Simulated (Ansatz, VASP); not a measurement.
**CdP in VASP and in Ansatz**

```
Cd P
1.0
     0.00000    2.73187    2.73187
     2.73187    0.00000    2.73187
     2.73187    2.73187    0.00000
Cd P
1 1
Direct
  0.00000 0.00000 0.00000
  0.50000 0.50000 0.50000
```

Alike in both runs: functional PBE; k mesh 18 × 18 × 18; occupations gaussian, width 0.1 eV; no spin polarisation.

Ansatz relaxed the structure, and its values are those at the end. VASP's run is a single point on that final structure, the one shown.

|  | VASP | Ansatz |
| --- | --- | --- |
| version | VASP 6.6.1 | Ansatz 0.2.0 |
| potentials or method | VASP PAW PBE potentials, release 64 (Cd, P), cutoff 520 eV | scalar-relativistic, plane waves, PAW |
| valence electrons in the cell | 17 | 25 |

VASP gave:

```
gap on the k mesh at the Fermi level (eV) : none
pressure (GPa)                            : 0.4
```

Question: Which values does Ansatz return?

Answer: gap on the k mesh at the Fermi level (eV): none; pressure (GPa): 0.0.

A gap of «none» marks a metal or a gap that the smearing closes. VASP's potentials hold 17 valence electrons a cell and Ansatz's 25, so a difference there can come from the potentials and not from the codes.
